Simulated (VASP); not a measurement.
A run of VASP 6.6.1 is set up as follows.

INCAR

```
  PREC = Accurate
  ENCUT = 520
  EDIFF = 1E-6
  ISMEAR = 0
  SIGMA = 0.02
  LREAL = False
  LASPH = True
  NELM = 80
  ALGO = Normal
  ISIF = 2
  LWAVE = False
  LCHARG = False
  GGA = PE
  IVDW = 12
  NBANDS = 16
```

File KPOINTS:

```
Automatic mesh
0
Gamma
  12 12 4
```

Contents of POSCAR:

```
BN
1.0
    2.5011609104      0.0000000000      0.0000000000
   -1.2505804552      2.1660688874      0.0000000000
    0.0000000000      0.0000000000      6.2434765377
B N
2 2
Direct
    0.3333333333      0.6666666667      0.2500000000
    0.6666666667      0.3333333333      0.7500000000
    0.3333333333      0.6666666667      0.7500000000
    0.6666666667      0.3333333333      0.2500000000
```

Potentials or basis: VASP PAW PBE potentials, release 64 (B, N).

Launch:

```console
$ cat potpaw_PBE.64/B/POTCAR potpaw_PBE.64/N/POTCAR > POTCAR
$ mpirun -np 1 vasp_std > vasp.out
```

Problem. What does it give for the pressure?

Solution. 2.4 GPa.

Problem. What does it give for the dispersion energy per atom?

Solution. -0.152 eV.

Problem. Estimate the band gap on the k mesh.

Solution. 4.15 eV, indirect (least direct gap 4.49 eV).

Stress tensor (GPa, compression positive):
```
2.53 0.00 0.00
0.00 2.53 0.00
0.00 0.00 2.20
```

 A k mesh can miss the band edges.
